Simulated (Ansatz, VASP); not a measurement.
# One calculation of Si, two programs

```xyz
3
Lattice="-2.4192 2.4192 2.4192 2.4192 -2.4192 2.4192 2.4192 2.4192 -2.4192" Properties=species:S:1:pos:R:3 pbc="T T T"
Si    2.4192    0.0000    0.0000
Si    0.0000    2.4192    0.0000
Si    0.0000    0.0000    2.4192
```

Alike in both runs: functional PBE; k mesh 6 × 6 × 6; occupations gaussian, width 0.1 eV; no spin polarisation.

Ansatz relaxed the structure, and its values are those at the end. VASP's run is a single point on that final structure, the one shown.

```csv
,VASP,Ansatz
version,VASP 6.6.1,Ansatz 0.2.0
potentials or method,"VASP PAW PBE potentials, release 64 (Si), cutoff 520 eV","scalar-relativistic, plane waves, PAW"
valence electrons in the cell,12,12
```

VASP gave:

| Item | Value |
| --- | --- |
| gap on the k mesh at the Fermi level (eV) | none |
| pressure (GPa) | -0.1 |

Task: Estimate Ansatz's values.

Result: gap on the k mesh at the Fermi level (eV): none; pressure (GPa): 0.0.

A gap of «none» marks a metal or a gap that the smearing closes.
